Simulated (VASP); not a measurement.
# Rh (I4/mmm) in VASP: further runs, part 2 of 2

VASP 6.6.1. The steps go on from the part before.

### Step 5. Single point, PBEsol

This run uses another cell than the first one, of the same volume but with other edges.

File INCAR:

```
SYSTEM = Rh
ALGO     = Fast           ! electronic algorithm
EDIFF    = 1E-6           ! SCF threshold, eV
ENCUT    = 520            ! plane-wave cutoff, eV
GGA      = PS             ! functional
ISIF     = 2              ! what is computed and relaxed
ISMEAR   = 0              ! smearing method
LASPH    = .TRUE.         ! aspherical terms in the spheres
LCHARG   = .TRUE.         ! write CHGCAR
LELF     = .TRUE.         ! ELF
LREAL    = .FALSE.        ! projectors in reciprocal space
LVHAR    = .TRUE.       
LWAVE    = .FALSE.        ! write WAVECAR
NBANDS   = 14             ! bands
NELM     = 100            ! most SCF steps
PREC     = Accurate       ! precision mode
SIGMA    = 0.15           ! smearing width, eV
```

File KPOINTS:

```
k-points
0
G
  24 24 24
  0 0 0
```

File POSCAR:

```
Rh
1.0
    0.0000000000      2.1951791235      1.4268664303
    2.1951791235      0.0000000000      1.4268664303
    2.1951791235      2.1951791235      0.0000000000
Rh
1
Direct
    0.0000000000      0.0000000000      0.0000000000
```

Potentials or basis: VASP PAW PBE potentials, release 64 (Rh_pv).

On the command line:

```sh
cat potpaw_PBE.64/Rh_pv/POTCAR > POTCAR
mpirun -np 1 vasp_std > vasp.out
```

OUTCAR:

```text
SYSTEM = Rh
   EDIFF = 1E-6
   ENCUT = 520
   GGA = PS
   ISIF = 2
   ISMEAR = 0
   LASPH = .TRUE.
   LREAL = .FALSE.
   NELM = 100
   PREC = Accurate

 ion  position               nearest neighbor table
   1  0.000  0.000  0.000-

  LATTYP: Found a body centered tetragonal cell.
 ALAT       =     3.1044520883
 C/A-ratio  =     0.9192388156

  Lattice vectors:

 A1 = (   0.0000000000,  -2.1951791235,  -1.4268664303)
 A2 = (   0.0000000000,   2.1951791235,  -1.4268664303)
 A3 = (   2.1951791235,   0.0000000000,   1.4268664303)

Analysis of symmetry for initial positions (statically):
=====================================================================
 Subroutine PRICEL returns:
 Original cell was already a primitive cell.

 Routine SETGRP: Setting up the symmetry group for a
 body centered tetragonal supercell.

 Subroutine GETGRP returns: Found 16 space group operations
 (whereof 16 operations were pure point group operations)
 out of a pool of 16 trial point group operations.

The static configuration has the point symmetry D_4h.

Analysis of symmetry for dynamics (positions and initial velocities):
=====================================================================
 Subroutine PRICEL returns:
 Original cell was already a primitive cell.

 Routine SETGRP: Setting up the symmetry group for a
 body centered tetragonal supercell.

 Subroutine GETGRP returns: Found 16 space group operations
 (whereof 16 operations were pure point group operations)
 out of a pool of 16 trial point group operations.

The dynamic configuration has the point symmetry D_4h.

 Subroutine INISYM returns: Found 16 space group operations
 (whereof 16 operations are pure point group operations),
 and found     1 'primitive' translations

----------------------------------------------------------------------------------------

                                     Primitive cell

  volume of cell :      13.7516

  direct lattice vectors                    reciprocal lattice vectors
     0.000000000  2.195179123  1.426866430    -0.227771845  0.227771845  0.350418224
     2.195179123  0.000000000  1.426866430     0.227771845 -0.227771845  0.350418224
     2.195179123  2.195179123  0.000000000     0.227771845  0.227771845 -0.350418224

  length of vectors
     2.618159505  2.618159505  3.104452088     0.475975796  0.475975796  0.475975796

  position of ions in fractional coordinates (direct lattice)
     0.000000000  0.000000000  0.000000000

  ion indices of the primitive-cell ions
   primitive index   ion index
                 1           1

----------------------------------------------------------------------------------------

 KPOINTS: k-points

Automatic generation of k-mesh.
 Grid dimensions read from file:
 generate k-points for:   24   24   24

 Generating k-lattice:

  Cartesian coordinates                     Fractional coordinates (reciprocal lattice)
    -0.009490494  0.009490494  0.014600759     0.041666667 -0.000000000  0.000000000
     0.009490494 -0.009490494  0.014600759    -0.000000000  0.041666667  0.000000000
     0.009490494  0.009490494 -0.014600759     0.000000000  0.000000000  0.041666667

  Length of vectors
     0.019832325  0.019832325  0.019832325

  Shift w.r.t. Gamma in fractional coordinates (k-lattice)
     0.000000000  0.000000000  0.000000000

 Subroutine IBZKPT returns following result:
 ===========================================

 Found   1063 irreducible k-points:

 Following reciprocal coordinates:
            Coordinates               Weight
  0.000000  0.000000  0.000000      1.000000
  0.041667 -0.000000  0.000000      8.000000
  0.083333  0.000000  0.000000      8.000000
  0.125000  0.000000  0.000000      8.000000
  0.166667  0.000000  0.000000      8.000000
  0.208333  0.000000  0.000000      8.000000
[... 16 lines left out ...]
  0.416667  0.041667  0.000000      8.000000
  0.458333  0.041667  0.000000      8.000000
 [... further k-points ...]
   k-points           NKPTS =   1063   k-points in BZ     NKDIM =   1063   number of bands    NBANDS=     14
   number of dos      NEDOS =    301   number of ions     NIONS =      1
   total plane-waves  NPLWV =   9600
   dimension x,y,z NGX =    20 NGY =   20 NGZ =   24
   dimension x,y,z NGXF=    40 NGYF=   40 NGZF=   48
   ions per type =               1
   NGX,Y,Z   is equivalent  to a cutoff of  12.70, 12.70, 12.85 a.u.
   NGXF,Y,Z  is equivalent  to a cutoff of  25.40, 25.40, 25.70 a.u.
 SYSTEM =  Rh
   PREC   = accura    normal or accurate (medium, high low for compatibility)
   ISTART =      0    job   : 0-new  1-cont  2-samecut
   ICHARG =      2    charge: 1-file 2-atom 10-const
   ISPIN  =      1    spin polarized calculation?
   LNONCOLLINEAR =      F non collinear calculations
   LSORBIT =      F    spin-orbit coupling
   LASPH  =      T    aspherical Exc in radial PAW
   ENCUT  =  520.0 eV  38.22 Ry    6.18 a.u.   4.87  4.87  5.77*2*pi/ulx,y,z
   NELM   =    100;   NELMIN=  2; NELMDL= -5     # of ELM steps
   EDIFF  = 0.1E-05   stopping-criterion for ELM
   LREAL  =      F    real-space projection
   EDIFFG = 0.1E-04   stopping-criterion for IOM
   NSW    =      0    number of steps for IOM
   IBRION =     -1    ionic relax: 0-MD 1-quasi-New 2-CG
   NFREE  =      0    steps in history (QN), initial steepest desc. (CG)
   ISIF   =      2    stress and relaxation
   ISYM   =      2    0-nonsym 1-usesym 2-fastsym
   POTIM  = 0.5000    time-step for ionic-motion
   TEBEG  =    0.0;   TEEND  =   0.0 temperature during run
   PSTRESS=    0.0 pullay stress
   NELECT =      15.0000    total number of electrons
   NUPDOWN=      -1.0000    fix difference up-down
   EMIN   =  10.00;   EMAX   =-10.00  energy-range for DOS
   EFERMI =   0.00;   METHOD = LEGACY
   ISMEAR =     0;   SIGMA  =   0.15  broadening in eV -4-tet -1-fermi 0-gaus
   EFERMI_NEDOS =   21; number of points for ismear=-14 and -15
   IALGO  =     68    algorithm
   IMIX   =      4    mixing-type and parameters
     AMIX     =   0.40;   BMIX     =  1.00
     AMIX_MAG =   1.60;   BMIX_MAG =  1.00
  volume/ion in A,a.u.               =      13.75        92.80
  Fermi-wavevector in a.u.,A,eV,Ry     =   1.685211  3.184586 38.639656  2.839935
  Thomas-Fermi vector in A             =   2.768095
   LORBIT       =      0    0 simple, 1 ext, 2 COOP (PROOUT), +10 PAW based schemes
   GGA     = PS    functional components
   LHFCALC =     F    Hartree Fock is set to
   AEXX    =    0.0000 exact exchange contribution
   IVDW    =     0    specifies the selected vdW correction
   LEPSILON=     F    determine dielectric tensor
   LRPA    =     F    only Hartree local field effects (RPA)
 non-spin polarized calculation
 RMM-DIIS sequential band-by-band and
 Gauss-broadening in eV      SIGMA  =   0.15
  energy-cutoff  :      520.00
  volume of cell :       13.75
 maximum number of plane-waves:       384
   NGX =  9   NGY =  9   NGZ = 11

 number of electron      15.0000003 magnetization

 Free energy of the ion-electron system (eV)
  ---------------------------------------------------
  ext. energy  EPLUGINS =         0.00000000
  ---------------------------------------------------
  free energy    TOTEN  =        -7.81689710 eV

  energy without entropy =       -7.79545792  energy(sigma->0) =       -7.80617751

 E-fermi :  11.5812     XC(G=0): -14.2001

 val. band max:       11.5794576214   @ k =  -0.3750   0.1667   0.3750
 cond. band min:      11.5835462955   @ k =   0.3333   0.0833   0.0000
 fundamental gap:      0.0040886740
 Fermi energy:        11.5811628141

 k-point     1 :       0.0000    0.0000    0.0000
  band No.  band energies     occupation
      1     -34.5522      2.00000
      2     -34.3914      2.00000
      3     -34.3914      2.00000
      4       3.7050      2.00000
      5       8.1353      2.00000
      6       8.8733      2.00000
      7       8.8733      2.00000
      8      10.4463      2.00000
      9      11.6009      0.85257
     10      29.4575      0.00000
     11      29.4575      0.00000
     12      31.3675      0.00000
     13      32.3827      0.00000
     14      40.1343      0.00000
[... 375 lines left out ...]
 k-point    24 :       0.4583    0.0417    0.0000
  band No.  band energies     occupation
      1     -35.2274      2.00000
      2     -34.6544      2.00000
      3     -34.4933      2.00000
      4       5.6359      2.00000
      5       6.8576      2.00000
      6      10.7631      2.00000
      7      11.5713      1.07390
      8      13.0930      0.00000
      9      13.3672      0.00000
     10      21.7366      0.00000
     11      26.1245      0.00000
     12      29.5047      0.00000
     13      32.3841      0.00000
     14      37.3466      0.00000

 [... further k-points ...]

------------------------ aborting loop because EDIFF is reached ----------------------------------------

  FORCE on cell =-STRESS in cart. coord.  units (eV):
  Direction    XX          YY          ZZ          XY          YZ          ZX
  --------------------------------------------------------------------------------------
  -------------------------------------------------------------------------------------
  Total        0.6870282      0.6870282     -0.9709330      0.0000000      0.0000000     -0.0000000
  in kB       80.0445724     80.0445724   -113.1218782      0.0000000      0.0000000     -0.0000000
  external PRESSURE =      15.6557555 kB  Pullay stress =       0.0000000 kB

 VOLUME and BASIS-vectors are now :
 -----------------------------------------------------------------------------
  energy-cutoff  :      520.00
  volume of cell :       13.75
      direct lattice vectors                 reciprocal lattice vectors
     0.000000000  2.195179123  1.426866430    -0.227771845  0.227771845  0.350418224
     2.195179123  0.000000000  1.426866430     0.227771845 -0.227771845  0.350418224
     2.195179123  2.195179123  0.000000000     0.227771845  0.227771845 -0.350418224

 POSITION                                       TOTAL-FORCE (eV/Angst)
 -----------------------------------------------------------------------------------
      0.00000      0.00000      0.00000         0.000000      0.000000     -0.000000
 -----------------------------------------------------------------------------------
    total drift:                                0.000000     -0.000000     -0.000000

  FREE ENERGIE OF THE ION-ELECTRON SYSTEM (eV)
  ---------------------------------------------------
  free  energy   TOTEN  =        -7.8168970990 eV

  energy  without entropy=       -7.7954579158  energy(sigma->0) =       -7.80617751
```

Run time: 4.4 min. Hardware: 1 thread of Intel Xeon 8259CL, shared host; peak memory 0.29 GiB.

Results:

| Item | Value |
| --- | --- |
| Free energy | -7.8169 eV |
| Pressure | 1.6 GPa |
| Band gap on the k mesh | zero (an odd number of electrons rules out a gap without spin polarisation) |

Caveat: the stress differs along the axes, from -11 to 8 GPa; the PAW data sets were made with another functional, which shifts forces and pressure a little.

### Step 6. The runs side by side

| cell | gap on the mesh (eV) | pressure (GPa) |
| --- | --- | --- |
| a = 2.858, b = 2.858, c = 2.464 Å, angles 64.5, 64.5, 51.1°, 1 atom | none | 7.4 |
| a = 2.657, b = 2.657, c = 2.765 Å, angles 58.6, 58.6, 62.7°, 1 atom | none | -4.3 |
| a = 2.738, b = 2.738, c = 2.605 Å, angles 61.6, 61.6, 56.8°, 1 atom | none | -3.5 |
| a = 2.618, b = 2.618, c = 3.104 Å, angles 53.6, 53.6, 72.7°, 1 atom | none | 1.6 |

Alike in all rows: task single point; level PBEsol; potentials or basis VASP PAW PBE potentials, release 64 (Rh_pv); no spin polarisation; k mesh 24 × 24 × 24; cutoff (eV) 520; smearing gaussian 0.15 eV.

Caveats: the PAW data sets were made with another functional, which shifts forces and pressure a little; the stress differs along the axes, from -28 to 25 GPa (at least some runs); the stress differs along the axes, from -10 to 8 GPa (at least some runs); the stress differs along the axes, from -20 to 5 GPa (at least some runs); the stress differs along the axes, from -11 to 8 GPa (at least some runs).

Total energies depend on the potentials used, so only differences within one code and one set of settings carry meaning.
